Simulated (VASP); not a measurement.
Here is a VASP 6.6.1 calculation.

INCAR

```
SYSTEM = BaTiO3
ALGO     = Normal         ! electronic algorithm
EDIFF    = 1E-7           ! SCF threshold, eV
ENCUT    = 520            ! plane-wave cutoff, eV
GGA      = PS             ! functional
ISIF     = 2              ! what is computed and relaxed
ISMEAR   = -1             ! smearing method
LASPH    = .TRUE.         ! aspherical terms in the spheres
LCHARG   = .FALSE.        ! write CHGCAR
LREAL    = .FALSE.        ! projectors in reciprocal space
LWAVE    = .FALSE.        ! write WAVECAR
NBANDS   = 28             ! bands
NELM     = 60             ! most SCF steps
PREC     = Accurate       ! precision mode
SIGMA    = 0.05           ! smearing width, eV
```

KPOINTS

```
k-points
0
G
  8 8 8
  0 0 0
```

POSCAR

```
BaTiO3
1.0
    4.0104855372      0.0000000000      0.0000000000
    0.0000000000      2.8558389582      2.8646469069
    0.0000000000     -2.8558389582      2.8646469069
Ba Ti O
1 1 3
Direct
    0.0000000000      0.0000000000      0.0000000000
    0.5000000000      0.5079000000      0.5079000000
    0.0000000000      0.4921000000      0.4921000000
    0.5000000000      0.5025100000      0.9937100000
    0.5000000000      0.9937100000      0.5025100000
```

Potentials or basis: VASP PAW PBE potentials, release 64 (Ba_sv, Ti_sv, O).

Run with:

```console
$ cat potpaw_PBE.64/Ba_sv/POTCAR potpaw_PBE.64/Ti_sv/POTCAR potpaw_PBE.64/O/POTCAR > POTCAR
$ mpirun -np 1 vasp_std > vasp.out
```

Q: What does it give for the pressure?

A: -5.7 GPa.

Q: Predict the band gap on the k mesh.

A: 1.71 eV, indirect (least direct gap 1.90 eV).

Forces on the atoms (eV/Å):
```
Ba   0.000  0.000  0.086
Ti   0.000  0.000  0.269
O    0.000  0.000  0.107
O    0.000  0.069 -0.231
O    0.000 -0.069 -0.231
```

Caveat: the PAW data sets were made with another functional, which shifts forces and pressure a little; spin-orbit coupling is left out, which moves the levels of the heavy elements. A k mesh can miss the band edges.
